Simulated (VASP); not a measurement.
The system is InO2.

```
In O
1.0
     0.00000    2.70244    2.70244
     2.70244    0.00000    2.70244
     2.70244    2.70244    0.00000
In O
1 2
Direct
  0.00000 0.00000 0.00000
  0.75000 0.75000 0.75000
  0.50000 0.50000 0.50000
```

The cell was built from a structure type or drawn by symmetry, and may not be a known phase.

| Item | Value |
| --- | --- |
| Program | VASP 6.6.1 |
| Task | relaxation of cell and atoms |
| Functional | PBE |
| Potentials or basis | VASP PAW PBE potentials, release 64 (In_d, O) |
| Cutoff | 600 eV |
| k mesh | 6 × 6 × 6 |
| Occupations | gaussian, width 0.1 eV |
| Spin | collinear spin, ferromagnetic start |
| Starting moments | [0.0, 1.0, 1.0] μB |

At the start: pressure -6.6 GPa; volume 13.16 Å³/atom.

Question: How do energy, volume and symmetry change on relaxing?

Answer: Over 3 steps the energy falls by 17.4 meV/atom and the volume is 12.37 Å³/atom (-6.0 %); space group F-43m (No. 216, to 0.1 Å) before and after; moment 1.01 μB per cell.

The path:
```tsv
step	energy change (eV)	largest force (eV/Å)	pressure (GPa)	volume (Å³)
1	0.0000	0.0000	-6.62	39.47
2	-0.0474	0.0000	2.38	36.45
3	-0.0522	0.0000	0.02	37.10
```

Final structure:
```xyz
3
Lattice="0.0000 2.6473 2.6473 2.6473 0.0000 2.6473 2.6473 2.6473 0.0000" Properties=species:S:1:pos:R:3 pbc="T T T"
In    0.0000    0.0000    0.0000
O     3.9709    3.9709    3.9709
O     2.6473    2.6473    2.6473
```
